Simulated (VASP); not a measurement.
# SbPt (P6_3/mmc) in VASP: notebook, part 2 of 3

VASP 6.6.1. Earlier steps stand in the parts before.

### 4 Relaxation of shape and atoms at fixed volume, PBEsol (21.21 Å³/atom)

This run uses another cell than the first one, of 21.21 Å³/atom.

Input file INCAR:

```
SYSTEM = SbPt
PREC = Accurate
ENCUT = 600
EDIFF = 1E-7
ISMEAR = 0
SIGMA = 0.1
LREAL = .FALSE.
LASPH = .TRUE.
NELM = 100
ALGO = Normal
ISIF = 4
LWAVE = .FALSE.
LCHARG = .FALSE.
GGA = PS
IBRION = 2
NSW = 50
EDIFFG = -0.01
```

Input file KPOINTS:

```
Automatic mesh
0
G
  12 12 8
  0 0 0
```

Input file POSCAR:

```
SbPt
1.0
    4.2120814550      0.0000000000      0.0000000000
   -2.1060407275      3.6477695428      0.0000000000
    0.0000000000      0.0000000000      5.5226337767
Sb Pt
2 2
Direct
    0.3333333333      0.6666666667      0.2500000000
    0.6666666667      0.3333333333      0.7500000000
    0.0000000000      0.0000000000      0.0000000000
    0.0000000000      0.0000000000      0.5000000000
```

Potentials or basis: VASP PAW PBE potentials, release 64 (Sb, Pt).

Run with:

```bash
> cat potpaw_PBE.64/Sb/POTCAR potpaw_PBE.64/Pt/POTCAR > POTCAR
> mpirun -np 1 vasp_std > vasp.out
```

OUTCAR:

```text
SYSTEM = SbPt
   PREC = Accurate
   ENCUT = 600
   EDIFF = 1E-7
   ISMEAR = 0
   LREAL = .FALSE.
   LASPH = .TRUE.
   NELM = 100
   ISIF = 4
   GGA = PS
   IBRION = 2
   NSW = 50
   EDIFFG = -0.01

 ion  position               nearest neighbor table
   1  0.333  0.667  0.250-   3 2.80   4 2.80   3 2.80   4 2.80   3 2.80   4 2.80   2 3.68   2 3.68
                             2 3.68   2 3.68   2 3.68   2 3.68
   2  0.667  0.333  0.750-   3 2.80   4 2.80   3 2.80   4 2.80   3 2.80   4 2.80   1 3.68   1 3.68
                             1 3.68   1 3.68   1 3.68   1 3.68
   3  0.000  0.000  0.000-   4 2.76   4 2.76   1 2.80   2 2.80   1 2.80   2 2.80   2 2.80   1 2.80

   4  0.000  0.000  0.500-   3 2.76   3 2.76   1 2.80   2 2.80   1 2.80   2 2.80   2 2.80   1 2.80

  LATTYP: Found a hexagonal cell.
 ALAT       =     4.2120814550
 C/A-ratio  =     1.3111412578

  Lattice vectors:

 A1 = (   4.2120814550,   0.0000000000,   0.0000000000)
 A2 = (  -2.1060407275,   3.6477695428,   0.0000000000)
 A3 = (   0.0000000000,   0.0000000000,   5.5226337767)

Analysis of symmetry for initial positions (statically):
=====================================================================
 Subroutine PRICEL returns:
 Original cell was already a primitive cell.

 Routine SETGRP: Setting up the symmetry group for a
 hexagonal supercell.

 Subroutine GETGRP returns: Found 24 space group operations
 (whereof 12 operations were pure point group operations)
 out of a pool of 24 trial point group operations.

The static configuration has the point symmetry D_3d.
 The point group associated with its full space group is D_6h.

Analysis of symmetry for dynamics (positions and initial velocities):
[... 186 lines left out ...]

 POSITION                                       TOTAL-FORCE (eV/Angst)
 -----------------------------------------------------------------------------------
     -0.00000      2.43185      1.38066        -0.000000     -0.000000      0.000000
      2.10604      1.21592      4.14198         0.000000      0.000000      0.000000
      0.00000      0.00000      0.00000        -0.000000     -0.000000      0.000000
      0.00000      0.00000      2.76132         0.000000     -0.000000      0.000000
 -----------------------------------------------------------------------------------
    total drift:                               -0.000000      0.000000      0.000000

  FREE ENERGIE OF THE ION-ELECTRON SYSTEM (eV)
  ---------------------------------------------------
  free  energy   TOTEN  =       -24.7143427629 eV

  energy  without entropy=      -24.7047599257  energy(sigma->0) =      -24.70955134

--------------------------------------- Ionic step        2  -------------------------------------------

 number of electron      29.9999998 magnetization

 Free energy of the ion-electron system (eV)
  ---------------------------------------------------
  ext. energy  EPLUGINS =         0.00000000
  ---------------------------------------------------
  free energy    TOTEN  =       -24.71472279 eV

  energy without entropy =      -24.70502521  energy(sigma->0) =      -24.70987400

 E-fermi :   9.2686     XC(G=0): -11.3591

 val. band max:        9.2670653497   @ k =   0.3333  -0.0000   0.1250
 cond. band min:       9.2961016133   @ k =   0.3333   0.0833   0.0000
 fundamental gap:      0.0290362636
 Fermi energy:         9.2685593598

 k-point     1 :       0.0000    0.0000    0.0000
  band No.  band energies     occupation
      1      -3.2516      2.00000
      2       0.4666      2.00000
      3       2.6554      2.00000
      4       3.5768      2.00000
      5       3.5768      2.00000
      6       3.6229      2.00000
[... 505 lines left out ...]
      6       4.2052      2.00000
[... 11 lines left out ...]
     18      12.5850      0.00000
     19      12.8125      0.00000

 [... further k-points ...]
[... 5 lines left out ...]
  --------------------------------------------------------------------------------------
  -------------------------------------------------------------------------------------
  Total       -2.1375060     -2.1375060     -2.1854186      0.0000000     -0.0000000      0.0000000
  in kB      -40.3596622    -40.3596622    -41.2643327      0.0000000     -0.0000000      0.0000000
  external PRESSURE =     -40.6612190 kB  Pullay stress =       0.0000000 kB

 VOLUME and BASIS-vectors are now :
 -----------------------------------------------------------------------------
  energy-cutoff  :      600.00
  volume of cell :       84.85
      direct lattice vectors                 reciprocal lattice vectors
     4.216903751  0.000000000 -0.000000000     0.237140817  0.136913314  0.000000000
    -2.108451875  3.651945773  0.000000000     0.000000000  0.273826629  0.000000000
    -0.000000000 -0.000000000  5.510010038     0.000000000  0.000000000  0.181487873

 POSITION                                       TOTAL-FORCE (eV/Angst)
 -----------------------------------------------------------------------------------
     -0.00000      2.43463      1.37750         0.000000     -0.000000      0.000000
      2.10845      1.21732      4.13251        -0.000000      0.000000     -0.000000
      2.10845      3.65195     -0.00000        -0.000000     -0.000000      0.000000
      2.10845      3.65195      2.75501        -0.000000     -0.000000      0.000000
 -----------------------------------------------------------------------------------
    total drift:                               -0.000000      0.000000      0.000000

  FREE ENERGIE OF THE ION-ELECTRON SYSTEM (eV)
  ---------------------------------------------------
  free  energy   TOTEN  =       -24.7147227871 eV

  energy  without entropy=      -24.7050252124  energy(sigma->0) =      -24.70987400

 reached required accuracy - stopping structural energy minimisation
```

CONTCAR:

```text
SbPt
   1.00000000000000
     4.2169037507537137    0.0000000000000000   -0.0000000000000000
    -2.1084518753768569    3.6519457734292042    0.0000000000000000
    -0.0000000000000000   -0.0000000000000000    5.5100100378466728
  Sb              Pt
     2     2
Direct
     0.3333333332999970    0.6666666667000030    0.2500000000000000
     0.6666666667000030    0.3333333332999970    0.7500000000000000
     1.0000000000000000    1.0000000000000000    0.0000000000000000
     1.0000000000000000    1.0000000000000000    0.5000000000000000

  0.00000000E+00  0.00000000E+00  0.00000000E+00
  0.00000000E+00  0.00000000E+00  0.00000000E+00
  0.00000000E+00  0.00000000E+00  0.00000000E+00
  0.00000000E+00  0.00000000E+00  0.00000000E+00
```

It took 1.9 min on 1 thread of Intel Xeon 6975P-C (Granite Rapids), shared host; peak memory 0.36 GiB.

Results:

| Property | Result |
| --- | --- |
| Free energy | -24.7147 eV |
| Energy gained by relaxing | 0.1 meV/atom |
| Ionic steps | 2 |
| Pressure after relaxing | -4.1 GPa |
| Band gap on the k mesh | zero (bands 15 and 16 overlap by 3.90 eV) |

The path:
| step | energy change (eV) | largest force (eV/Å) | pressure (GPa) | volume (Å³) |
| --- | --- | --- | --- | --- |
| 1 | 0.0000 | 0.0000 | -4.10 | 84.85 |
| 2 | -0.0004 | 0.0000 | -4.07 | 84.85 |

Final structure:
```cif
data_structure
_symmetry_space_group_name_H-M 'P 1'
_symmetry_Int_Tables_number 1
_cell_length_a 4.2169
_cell_length_b 4.2169
_cell_length_c 5.5100
_cell_angle_alpha 90.000
_cell_angle_beta 90.000
_cell_angle_gamma 120.000
_cell_volume 84.85
loop_
_atom_site_label
_atom_site_type_symbol
_atom_site_fract_x
_atom_site_fract_y
_atom_site_fract_z
_atom_site_occupancy
Sb1 Sb 0.33333 0.66667 0.25000 1
Sb2 Sb 0.66667 0.33333 0.75000 1
Pt1 Pt 0.00000 0.00000 0.00000 1
Pt2 Pt 0.00000 0.00000 0.50000 1
```

Levels at points of the mesh, in eV from the Fermi level:
```tsv
k point	band 13	band 14	band 15	band 16	band 17	band 18
(0.00, 0.00, 0.00)	-0.08	-0.08	0.82	2.31	2.36	3.24
(0.50, 0.00, 0.00)	-2.55	-2.09	-1.94	-0.75	1.92	4.14
(0.00, 0.00, 0.50)	-1.22	-1.22	2.25	2.25	2.25	2.25
(0.50, 0.00, 0.50)	-2.89	-2.89	0.38	0.38	1.58	1.58
```

Caveat: the PAW data sets were made with another functional, which shifts forces and pressure a little; spin-orbit coupling is left out, which moves the levels of the heavy elements.

### 5 Single point, PBEsol (biaxial strain in the a-b plane: +1.5 %)

Input file INCAR:

```
SYSTEM = SbPt
  PREC = Accurate
  ENCUT = 520
  EDIFF = 1E-6
  ISMEAR = 0
  SIGMA = 0.1
  LREAL = .FALSE.
  LASPH = .TRUE.
  NELM = 80
  ALGO = Normal
  ISIF = 2
  LWAVE = .FALSE.
  LCHARG = .TRUE.
  GGA = PS
  LELF = .TRUE.
  LVHAR = .TRUE.
  NBANDS = 23
```

Input file KPOINTS:

```
Automatic mesh
0
G
  12 12 10
  0 0 0
```

Input file POSCAR:

```
SbPt
1.0
    4.2333456380      0.0000000000      0.0000000000
   -2.1166728190      3.6661848655      0.0000000000
    0.0000000000      0.0000000000      5.4192704391
Sb Pt
2 2
Direct
    0.3333333333      0.6666666667      0.2500000000
    0.6666666667      0.3333333333      0.7500000000
    0.0000000000      0.0000000000      0.0000000000
    0.0000000000      0.0000000000      0.5000000000
```

Run with:

```bash
> cat potpaw_PBE.64/Sb/POTCAR potpaw_PBE.64/Pt/POTCAR > POTCAR
> mpirun -np 1 vasp_std > vasp.out
```

Wall time 2 min (1 thread of AMD EPYC 9R45 (Zen 5), shared host); peak memory 0.31 GiB.

Results (log left out):

```yaml
Free_energy: -24.7160 eV
Pressure: -2.7 GPa
Band_gap_on_the_k_mesh: zero (bands 15 and 16 overlap by 3.92 eV)
```

Stress tensor (GPa, compression positive):
```
-3.76  0.00  0.00
 0.00 -3.76  0.00
 0.00  0.00 -0.49
```

Levels at points of the mesh, in eV from the Fermi level:
```tsv
k point	band 11	band 12	band 13	band 14	band 15	band 16	band 17	band 18	band 19	band 20
(0.00, 0.00, 0.00)	-1.86	-1.86	-0.16	-0.16	1.03	2.24	2.37	3.19	3.33	3.33
(0.50, 0.00, 0.00)	-2.94	-2.91	-2.57	-1.99	-1.85	-0.80	2.11	4.09	4.22	4.33
(0.00, 0.00, 0.50)	-3.46	-3.46	-1.20	-1.20	2.24	2.24	2.24	2.24	5.08	5.08
(0.50, 0.00, 0.50)	-3.07	-3.07	-2.92	-2.92	0.34	0.34	1.54	1.54	4.10	4.10
```

Caveat: the cell differs from its parent crystal (biaxial strain in the a-b plane: +1.5 %); the PAW data sets were made with another functional, which shifts forces and pressure a little; spin-orbit coupling is left out, which moves the levels of the heavy elements.

[end of part 2 of 3]

The gap in the log of VASP goes by the Fermi energy; the results here count the filled bands.